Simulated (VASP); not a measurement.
A run of VASP 6.6.1 is set up as follows.

INCAR

```
  ALGO = Normal
  EDIFF = 1E-6
  ENCUT = 520
  GGA = PE
  ISIF = 2
  ISMEAR = -1
  LASPH = T
  LCHARG = F
  LREAL = F
  LWAVE = F
  NBANDS = 13
  NELM = 100
  PREC = Accurate
  SIGMA = 0.06122561905347299
```

Contents of KPOINTS:

```
k-points
0
Gamma
  10 10 10
```

File POSCAR:

```
Se
1.0
    0.0000000000      3.2285669099      3.2285669099
    3.2285669099      0.0000000000      3.2285669099
    3.2285669099      3.2285669099      0.0000000000
Se
2
Direct
    0.0000000000      0.0000000000      0.0000000000
    0.2500000000      0.2500000000      0.2500000000
```

Potentials or basis: VASP PAW PBE potentials, release 64 (Se).

Run with:

```bash
$ cat potpaw_PBE.64/Se/POTCAR > POTCAR
$ mpirun -np 1 vasp_std > vasp.out
```

Problem. Predict the band gap on the k mesh.

Solution. Zero (bands 6 and 7 overlap by 0.98 eV).

Problem. What does it give for the pressure?

Solution. -2.0 GPa.
